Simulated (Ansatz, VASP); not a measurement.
**BeTe in VASP and in Ansatz**

```
Be Te
1.0
     0.00000    2.72304    2.72304
     2.72304    0.00000    2.72304
     2.72304    2.72304    0.00000
Be Te
1 1
Direct
  0.00000 0.00000 0.00000
  0.75000 0.75000 0.75000
```

Change from the starting cell: volume scaled by 0.95, PAW files.

Alike in both runs: task electric field gradients; functional PBE; k mesh 11 × 11 × 11; occupations fermi-dirac, width 0.05 eV; no spin polarisation.

```csv
,VASP,Ansatz
version,VASP 6.6.1,Ansatz 0.2.0
potentials or method,"VASP PAW PBE potentials, release 64 (Be, Te)","PAW with Ansatz's default frozen-core files, scalar-relativistic"
plane-wave cutoff (eV),520,420
valence electrons in the cell,8,18
```

Ansatz gave:

```
pressure (GPa) : 8.4
```

Task: Estimate VASP's values.

Result: Pressure (GPa): 8.6.

The functional is the same, so the differences come from potentials, cutoffs and numerics. VASP's potentials hold 8 valence electrons a cell and Ansatz's 18, so a difference there can come from the potentials and not from the codes.

Spin-orbit coupling is off throughout.
